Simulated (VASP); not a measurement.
A run of VASP 6.6.1:

INCAR

```
ALGO = Normal
EDIFF = 1E-7
ENCUT = 520
GGA = PE
ISIF = 2
ISMEAR = 0
LASPH = T
LCHARG = F
LREAL = F
LWAVE = F
NBANDS = 16
NELM = 80
PREC = Accurate
SIGMA = 0.15
```

File KPOINTS:

```
k-points
0
Gamma
  16 16 16
```

POSCAR

```
InSb
1.0
    0.0000000000      3.3174249912      3.5828189905
    3.3174249912      0.0000000000      3.5828189905
    3.3174249912      3.3174249912      0.0000000000
In Sb
1 1
Direct
    0.0000000000      0.0000000000      0.0000000000
    0.7500000000      0.7500000000      0.7500000000
```

Potentials or basis: VASP PAW PBE potentials, release 64 (In_d, Sb).

Command:

```bash
$ cat potpaw_PBE.64/In_d/POTCAR potpaw_PBE.64/Sb/POTCAR > POTCAR
$ mpirun -np 1 vasp_std > vasp.out
```

Hardware: 1 thread of Intel Xeon 6975P-C (shared host).

How long does it take, and how much memory?

Run time: 4.8 min on 1 thread of Intel Xeon 6975P-C, with other jobs on the host, peak memory 0.57 GiB. Counts: scf iterations 15, k points 349.
